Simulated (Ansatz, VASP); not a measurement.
Y2S: VASP beside Ansatz

File INCAR:

```
SYSTEM = Y2S
ALGO     = Normal         ! electronic algorithm
EDIFF    = 1E-6           ! SCF threshold, eV
EDIFFG   = -0.04          ! ionic threshold
ENCUT    = 600            ! plane-wave cutoff, eV
GGA      = PE             ! functional
IBRION   = 2              ! ionic algorithm
ISIF     = 3              ! what is computed and relaxed
ISMEAR   = 0              ! smearing method
LASPH    = .TRUE.         ! aspherical terms in the spheres
LCHARG   = .FALSE.        ! write CHGCAR
LREAL    = .FALSE.        ! projectors in reciprocal space
LWAVE    = .FALSE.        ! write WAVECAR
NELM     = 80             ! most SCF steps
NSW      = 90             ! ionic steps
PREC     = Accurate       ! precision mode
SIGMA    = 0.1            ! smearing width, eV
```

The input KPOINTS:

```
k-points
0
G
  4 4 6
  0 0 0
```

Contents of POSCAR:

```
Y2S
1.0
    4.9332723400      0.0000000000      0.0000000000
    0.0000000000      4.9332723400      0.0000000000
    0.0000000000      0.0000000000      3.4883503300
Y S
2 1
Direct
    0.0000000000      0.5000000000      0.0000000000
    0.5000000000      0.0000000000      0.0000000000
    0.5000000000      0.5000000000      0.5000000000
```

Input for Ansatz:

```yaml
crystal:
  lattice:
    - [4.93327234, 0.0, 0.0]
    - [0.0, 4.93327234, 0.0]
    - [0.0, 0.0, 3.48835033]
  atoms:
    - { symbol: "Y", position: [0.0, 0.5, 0.0] }
    - { symbol: "Y", position: [0.5, 0.0, 0.0] }
    - { symbol: S, position: [0.5, 0.5, 0.5] }
basis:
  ecutwfc: 420
kpoints:
  mp_grid: { grid: [4, 4, 6] }
hamiltonian:
  xc: pbe
scf:
  occupations: { method: gaussian, width: 0.1 }
  lower_state_search: "off"
output:
  forces: true
  stress: true
  eigenvalues: true
relax:
  adjacent_minimum: "off"
  f_tol: 0.04
  max_steps: 70
  cell: { stress_tol: 0.4 }
```

Change from the starting cell: ordered vacancies on the anion sites of caesium chloride (P4/mmm, No. 123).

Alike in both runs: task relaxation of cell and atoms; functional PBE; k mesh 4 × 4 × 6; occupations gaussian, width 0.1 eV; no spin polarisation.

|  | VASP | Ansatz |
| --- | --- | --- |
| version | VASP 6.6.1 | Ansatz 0.2.0 |
| potentials or method | VASP PAW PBE potentials, release 64 (Y_sv, S), cutoff 600 eV | scalar-relativistic, plane waves, PAW |
| valence electrons in the cell | 28 | 28 |

|  | VASP | Ansatz | Ansatz less VASP |
| --- | --- | --- | --- |
| gap on the k mesh at the Fermi level, each at its own relaxed structure (eV) | none | none | - |
| relaxed volume (Å³/atom) | 24.50 | 24.62 | +0.119 |
| relaxed cell length with the largest relative difference (Å) | 4.580 | 4.593 | +0.0133 |

A gap of «none» marks a metal or a gap that the smearing closes.
